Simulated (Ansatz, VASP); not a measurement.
**Two plane-wave programs on AlO2**

Contents of INCAR:

```
PREC = Accurate
ENCUT = 520
EDIFF = 1E-6
ISMEAR = 0
SIGMA = 0.1
LREAL = F
LASPH = T
NELM = 80
ALGO = Normal
ISIF = 2
LWAVE = F
LCHARG = F
GGA = PE
NBANDS = 14
```

KPOINTS

```
Automatic mesh
0
Gamma
  6 6 4
```

The input POSCAR:

```
AlO2
1.0
    1.8282264400     -2.4509817800      0.0000000000
    1.8282264400      2.4509817800      0.0000000000
    0.0000000000      0.0000000000      4.4701370100
Al O
1 2
Direct
    0.5000000000      0.5000000000      0.5000000000
    0.5000000000      0.5000000000      0.8146551900
    0.5000000000      0.5000000000      0.1853448100
```

Input for Ansatz:

```yaml
crystal:
  lattice:
    - [1.82822644, -2.45098178, 0.0]
    - [1.82822644, 2.45098178, 0.0]
    - [0.0, 0.0, 4.47013701]
  atoms:
    - { symbol: Al, position: [0.5, 0.5, 0.5] }
    - { symbol: O, position: [0.5, 0.5, 0.81465519] }
    - { symbol: O, position: [0.5, 0.5, 0.18534481] }
basis:
  ecutwfc: 420
kpoints:
  mp_grid: { grid: [6, 6, 4] }
hamiltonian:
  xc: pbe
scf:
  occupations: { method: gaussian, width: 0.1 }
  lower_state_search: "off"
output:
  forces: true
  stress: true
  eigenvalues: true
```

Alike in both runs: task single point; functional PBE; k mesh 6 × 6 × 4; occupations gaussian, width 0.1 eV; no spin polarisation.

|  | VASP | Ansatz |
| --- | --- | --- |
| version | VASP 6.6.1 | Ansatz 0.2.0 |
| potentials or method | VASP PAW PBE potentials, release 64 (Al, O), cutoff 520 eV | scalar-relativistic, plane waves, PAW |
| valence electrons in the cell | 15 | 15 |

|  | VASP | Ansatz | Ansatz less VASP |
| --- | --- | --- | --- |
| gap on the k mesh at the Fermi level (eV) | none | none | - |
| rms of the force components (eV/Å) | 7.228 | 7.165 | -0.0635 |

Atom by atom the forces differ by 0.063 eV/Å (rms over components). A gap of «none» marks a metal or a gap that the smearing closes. The functional is the same, so the differences come from potentials, cutoffs and numerics.
